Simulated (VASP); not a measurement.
WC, 2 atoms in the cell. It takes space group Fm-3m (No. 225, cubic). Conventional cell: a = 4.296 Å, b = 4.296 Å, c = 4.296 Å, α = 90.00°, β = 90.00°, γ = 90.00°. Within 2.8 Å of W (site symmetry m-3m) lie 6 C at 2.15 Å. Within 2.8 Å of C (site symmetry m-3m) lie 6 W at 2.15 Å. 

```yaml
Program: VASP 6.6.1
Task: single point
Functional: LDA
Potentials_or_basis: VASP PAW LDA potentials, release 64 (W_sv, C)
Cutoff: 520 eV
k_mesh: 11 × 11 × 11
Occupations: methfessel-paxton, width 0.1 eV
Spin: no spin polarisation
Dipole_correction: no
Further_INCAR_settings: ALGO = Normal; EDIFF = 1e-07; NBANDS = 16
```

Potentials or basis: VASP PAW LDA potentials, release 64 (W_sv, C).

Launch:

```sh
$ cat potpaw_LDA.64/W_sv/POTCAR potpaw_LDA.64/C/POTCAR > POTCAR
$ mpirun -np 1 vasp_std > vasp.out
```

Hardware: 1 thread of Intel Xeon 6975P-C, with other jobs on the host.

Question: Estimate the wall time of this run.

Answer: Wall time 10 s on 1 thread of Intel Xeon 6975P-C (shared host), peak memory 0.14 GiB. Counts: scf iterations 12, k points 56.
